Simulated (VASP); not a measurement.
ScGaN:

```
CELL_PARAMETERS angstrom
3.87550 0.00000 0.00000
-1.93775 3.35628 0.00000
0.00000 0.00000 3.83681
ATOMIC_POSITIONS crystal
Sc 0.66667 0.33333 0.50000
Ga 0.00000 0.00000 0.00000
N 0.33333 0.66667 0.50000
```

| Quantity | Value |
| --- | --- |
| Program | VASP 6.6.1 |
| Task | relaxation of cell and atoms |
| Functional | PBE |
| Potentials or basis | VASP PAW PBE potentials, release 64 (Sc_sv, Ga_d, N) |
| Cutoff | 600 eV |
| k mesh | 6 × 6 × 4 |
| Occupations | gaussian, width 0.1 eV |
| Spin | no spin polarisation |

At the start: pressure -6.9 GPa; volume 16.64 Å³/atom.

How do energy, volume and symmetry change on relaxing?

Over 10 steps the energy falls by 281.2 meV/atom and the volume is 17.78 Å³/atom (+6.9 %); space group P-6m2 (No. 187, to 0.05 Å).

The path:
```
step  energy change (eV)  largest force (eV/Å)  pressure (GPa)  volume (Å³)
   1              0.0000                0.0000           -6.94        49.91
   2             -0.4694                0.0000            7.77        44.64
   3             -0.4693                0.0000            7.87        44.62
   4             -0.7027                0.0000            4.48        47.56
   5             -0.8221                0.0000            2.52        50.97
   6             -0.7000                0.0000            1.29        57.33
   7             -0.8361                0.0000            1.85        52.72
   8             -0.8365                0.0000            1.90        52.54
   9             -0.8321                0.0000           -2.13        54.37
  10             -0.8435                0.0000            0.05        53.33
```

Final structure:
```
Sc Ga N
1.0
     3.53293    0.00000    0.00000
    -1.76646    3.05960    0.00000
     0.00000    0.00000    4.93376
Sc Ga N
1 1 1
Cartesian
  1.7665 1.0199 2.4669
  0.0000 0.0000 0.0000
  0.0000 2.0397 2.4669
```

Caveat: the k points lie up to 0.34 Å⁻¹ apart in the final cell.
